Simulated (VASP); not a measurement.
# Zn (I4_1/amd) in VASP: single point with PBEsol

Aim: the single point of Zn with PBEsol.

Program: VASP 6.6.1. These are calculated values, not measurements. Logs are shortened: lines on timing, memory, paths and dates and some standing lists are left out, and cuts for length are marked.

## Step 1: The cell of the first run

Symmetry: I4_1/amd, No. 141, tetragonal system. The conventional cell has a = 5.081 Å, b = 5.081 Å, c = 2.490 Å, α = 90.00°, β = 90.00°, γ = 90.00°. Within 3.3 Å of Zn (site symmetry -4m2) lie 10 Zn at 2.49 to 3.15 Å.

## Step 2: Single point, PBEsol

The input, INCAR:

```
  PREC = Accurate
  ENCUT = 520
  EDIFF = 1E-6
  ISMEAR = 0
  SIGMA = 0.1
  LREAL = F
  LASPH = T
  NELM = 60
  ALGO = Fast
  ISIF = 2
  LWAVE = F
  LCHARG = T
  GGA = PS
  LELF = T
  LVHAR = T
  NBANDS = 19
```

The input, KPOINTS:

```
regular mesh
0
Gamma
  24 24 24
```

The input, POSCAR:

```
Zn
1.0
   -2.5402649937      2.5402649937      1.2450908796
    2.5402649937     -2.5402649937      1.2450908796
    2.5402649937      2.5402649937     -1.2450908796
Zn
2
Direct
    0.0000000000      0.0000000000      0.0000000000
    0.7500000000      0.2500000000      0.5000000000
```

Potentials or basis: VASP PAW PBE potentials, release 64 (Zn).

Run with:

```bash
$ cat potpaw_PBE.64/Zn/POTCAR > POTCAR
$ mpirun -np 1 vasp_std > vasp.out
```

OUTCAR:

```text
PREC = Accurate
   ENCUT = 520
   EDIFF = 1E-6
   ISMEAR = 0
   LREAL = F
   LASPH = T
   NELM = 60
   ISIF = 2
   GGA = PS

 ion  position               nearest neighbor table
   1  0.000  0.000  0.000-   2 2.62   2 2.62   2 2.62   2 2.62
   2  0.750  0.250  0.500-   1 2.62   1 2.62   1 2.62   1 2.62

  LATTYP: Found a body centered tetragonal cell.
 ALAT       =     5.0805299874
 C/A-ratio  =     0.4901421240

  Lattice vectors:

 A1 = (  -2.5402649937,   2.5402649937,   1.2450908796)
 A2 = (   2.5402649937,  -2.5402649937,   1.2450908796)
 A3 = (   2.5402649937,   2.5402649937,  -1.2450908796)

Analysis of symmetry for initial positions (statically):
=====================================================================
 Subroutine PRICEL returns:
 Original cell was already a primitive cell.

 Routine SETGRP: Setting up the symmetry group for a
 body centered tetragonal supercell.

 Subroutine GETGRP returns: Found 16 space group operations
 (whereof  8 operations were pure point group operations)
 out of a pool of 16 trial point group operations.

The static configuration has the point symmetry D_2d.
 The point group associated with its full space group is D_4h.

Analysis of symmetry for dynamics (positions and initial velocities):
=====================================================================
 Subroutine PRICEL returns:
 Original cell was already a primitive cell.

 Routine SETGRP: Setting up the symmetry group for a
 body centered tetragonal supercell.

 Subroutine GETGRP returns: Found 16 space group operations
 (whereof  8 operations were pure point group operations)
 out of a pool of 16 trial point group operations.

The dynamic configuration has the point symmetry D_2d.
 The point group associated with its full space group is D_4h.

 Subroutine INISYM returns: Found 16 space group operations
 (whereof  8 operations are pure point group operations),
 and found     1 'primitive' translations

----------------------------------------------------------------------------------------

                                     Primitive cell

  volume of cell :      32.1380

  direct lattice vectors                    reciprocal lattice vectors
    -2.540264994  2.540264994  1.245090880     0.000000000  0.196829859  0.401577112
     2.540264994 -2.540264994  1.245090880     0.196829859  0.000000000  0.401577112
     2.540264994  2.540264994 -1.245090880     0.196829859  0.196829859  0.000000000

  length of vectors
[... 75 lines left out ...]
   ICHARG =      2    charge: 1-file 2-atom 10-const
   ISPIN  =      1    spin polarized calculation?
   LNONCOLLINEAR =      F non collinear calculations
   LSORBIT =      F    spin-orbit coupling
   LASPH  =      T    aspherical Exc in radial PAW
   ENCUT  =  520.0 eV  38.22 Ry    6.18 a.u.   7.07  7.07  7.07*2*pi/ulx,y,z
   NELM   =     60;   NELMIN=  2; NELMDL= -5     # of ELM steps
   EDIFF  = 0.1E-05   stopping-criterion for ELM
   LREAL  =      F    real-space projection
[... 7 lines left out ...]
   TEBEG  =    0.0;   TEEND  =   0.0 temperature during run
   PSTRESS=    0.0 pullay stress
   NELECT =      24.0000    total number of electrons
   NUPDOWN=      -1.0000    fix difference up-down
   EMIN   =  10.00;   EMAX   =-10.00  energy-range for DOS
   EFERMI =   0.00;   METHOD = LEGACY
   ISMEAR =     0;   SIGMA  =   0.10  broadening in eV -4-tet -1-fermi 0-gaus
   EFERMI_NEDOS =   21; number of points for ismear=-14 and -15
   IALGO  =     68    algorithm
   IMIX   =      4    mixing-type and parameters
     AMIX     =   0.40;   BMIX     =  1.00
     AMIX_MAG =   1.60;   BMIX_MAG =  1.00
  volume/ion in A,a.u.               =      16.07       108.44
  Fermi-wavevector in a.u.,A,eV,Ry     =   1.485270  2.806754 30.014838  2.206028
  Thomas-Fermi vector in A             =   2.598703
   LORBIT       =      0    0 simple, 1 ext, 2 COOP (PROOUT), +10 PAW based schemes
   GGA     = PS    functional components
   LHFCALC =     F    Hartree Fock is set to
   AEXX    =    0.0000 exact exchange contribution
   IVDW    =     0    specifies the selected vdW correction
   LEPSILON=     F    determine dielectric tensor
   LRPA    =     F    only Hartree local field effects (RPA)
 non-spin polarized calculation
 RMM-DIIS sequential band-by-band and
 Gauss-broadening in eV      SIGMA  =   0.10
  energy-cutoff  :      520.00
  volume of cell :       32.14
 maximum number of plane-waves:       888
   NGX = 15   NGY = 15   NGZ = 15

 number of electron      23.9999963 magnetization

 Free energy of the ion-electron system (eV)
  ---------------------------------------------------
  ext. energy  EPLUGINS =         0.00000000
  ---------------------------------------------------
  free energy    TOTEN  =        -2.71908114 eV

  energy without entropy =       -2.71611372  energy(sigma->0) =       -2.71759743

 E-fermi :   2.4503     XC(G=0): -11.3713

 val. band max:        2.4428402895   @ k =  -0.4583   0.5000   0.2500
 cond. band min:       2.4545446287   @ k =   0.2500   0.0833   0.0833
 fundamental gap:      0.0117043392
 Fermi energy:         2.4502604395

 k-point     1 :       0.0000    0.0000    0.0000
  band No.  band energies     occupation
      1      -7.4660      2.00000
      2      -5.7231      2.00000
      3      -5.6759      2.00000
      4      -5.6307      2.00000
      5      -5.5755      2.00000
      6      -4.5689      2.00000
[... 505 lines left out ...]
      6      -4.9549      2.00000
[... 11 lines left out ...]
     18      14.7573      0.00000
     19      16.4411      0.00000

 [... further k-points ...]

------------------------ aborting loop because EDIFF is reached ----------------------------------------

  FORCE on cell =-STRESS in cart. coord.  units (eV):
  Direction    XX          YY          ZZ          XY          YZ          ZX
  --------------------------------------------------------------------------------------
  -------------------------------------------------------------------------------------
  Total        0.1546862      0.1546862      0.1755872      0.0000000      0.0000000      0.0000000
  in kB        7.7115757      7.7115757      8.7535537      0.0000000      0.0000000      0.0000000
  external PRESSURE =       8.0589017 kB  Pullay stress =       0.0000000 kB

 VOLUME and BASIS-vectors are now :
 -----------------------------------------------------------------------------
  energy-cutoff  :      520.00
  volume of cell :       32.14
      direct lattice vectors                 reciprocal lattice vectors
    -2.540264994  2.540264994  1.245090880     0.000000000  0.196829859  0.401577112
     2.540264994 -2.540264994  1.245090880     0.196829859  0.000000000  0.401577112
     2.540264994  2.540264994 -1.245090880     0.196829859  0.196829859  0.000000000

 POSITION                                       TOTAL-FORCE (eV/Angst)
 -----------------------------------------------------------------------------------
      0.00000      0.00000      0.00000         0.000000      0.000000      0.000000
      0.00000      2.54026      0.62255        -0.000000     -0.000000     -0.000000
 -----------------------------------------------------------------------------------
    total drift:                               -0.000000      0.000000      0.000000

  FREE ENERGIE OF THE ION-ELECTRON SYSTEM (eV)
  ---------------------------------------------------
  free  energy   TOTEN  =        -2.7190811449 eV

  energy  without entropy=       -2.7161137183  energy(sigma->0) =       -2.71759743
```

stdout:

```text
POSCAR found type information on POSCAR Zn
 POSCAR found :  1 types and       2 ions
 scaLAPACK will be used
 -----------------------------------------------------------------------------
|                                                                             |
|                                                                             |
|     You enforced a specific xc type in the INCAR file but a different       |
|     I HOPE YOU KNOW WHAT YOU ARE DOING!                                     |
|                                                                             |
 -----------------------------------------------------------------------------

 LDA part: xc-table for (Slater+PW92), standard interpolation
 POSCAR, INCAR and KPOINTS ok, starting setup
 FFT: planning ... GRIDC
 FFT: planning ... GRID_SOFT
 FFT: planning ... GRID
 WAVECAR not read
 entering main loop
WARNING in EDDRMM: call to ZHEGV failed, returncode =   8  4     17
WARNING in EDDRMM: call to ZHEGV failed, returncode =   8  4     17
WARNING in EDDRMM: call to ZHEGV failed, returncode =   6  3     19
WARNING in EDDRMM: call to ZHEGV failed, returncode =   8  4     19
WARNING in EDDRMM: call to ZHEGV failed, returncode =   6  3     19
```

Wall time 14 min (1 thread of Intel Xeon 8259CL, shared host); peak memory 0.59 GiB.

What came out:

- Free energy: -2.7191 eV
- Pressure: 0.8 GPa
- Band gap on the k mesh: zero (bands 12 and 13 overlap by 7.23 eV)

Levels at points of the mesh, in eV from the Fermi level:
| k point | band 8 | band 9 | band 10 | band 11 | band 12 | band 13 | band 14 | band 15 | band 16 | band 17 |
| --- | --- | --- | --- | --- | --- | --- | --- | --- | --- | --- |
| (0.00, 0.00, 0.00) | -7.01 | -7.01 | -6.92 | -6.70 | 1.17 | 1.17 | 2.93 | 6.16 | 12.82 | 12.82 |
| (0.50, 0.00, 0.00) | -7.01 | -6.88 | -6.70 | -2.14 | -1.01 | 2.50 | 3.77 | 4.71 | 6.81 | 9.52 |
| (0.50, 0.50, 0.00) | -7.02 | -6.94 | -6.94 | -6.32 | -6.32 | 4.95 | 4.95 | 6.75 | 6.75 | 16.79 |
| (0.50, 0.50, 0.50) | -7.00 | -6.99 | -6.99 | -3.38 | -3.38 | -3.04 | -3.04 | 15.31 | 15.31 | 17.79 |

Caveat: the PAW data sets were made with another functional, which shifts forces and pressure a little.
